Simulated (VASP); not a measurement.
A run of VASP 6.6.1 is set up as follows.

INCAR

```
PREC = Accurate ; ENCUT = 520
EDIFF = 1E-7 ; ISMEAR = 0
SIGMA = 0.1 ; LREAL = F
LASPH = T ; NELM = 60
ALGO = Normal ; ISIF = 2
LWAVE = F ; LCHARG = F
LDIPOL = T ; IDIPOL = 3
DIPOL = 0.5 0.5 0.351 ; GGA = PE
NBANDS = 46
```

The input KPOINTS:

```
Automatic mesh
0
Gamma
  9 6 1
```

File POSCAR:

```
Ti6H
1.0
    2.9381632085      0.0000000000      0.0000000000
    0.0000000000      4.6504654182      0.0000000000
    0.0000000000      0.0000000000     21.2842242132
Ti H
6 1
Direct
    0.0000000000      0.7500000000      0.1879326190
    0.5000000000      0.2500000000      0.2277825403
    0.5000000000      0.7500000000      0.3074823829
    0.0000000000      0.2500000000      0.3461291980
    0.0000000000      0.7962426989      0.4230534963
    0.5000000000      0.3500324538      0.4619499091
    1.0000000000      0.5833333333      0.5008603963
```

Potentials or basis: VASP PAW PBE potentials, release 64 (Ti_sv, H).

Run with:

```sh
$ cat potpaw_PBE.64/Ti_sv/POTCAR potpaw_PBE.64/H/POTCAR > POTCAR
$ mpirun -np 1 vasp_std > vasp.out
```

(1) Estimate the largest force.

(2) What does it give for the band gap on the k mesh?

Results:

(1) 0.434 eV/Å.

(2) zero (an odd number of electrons rules out a gap without spin polarisation).
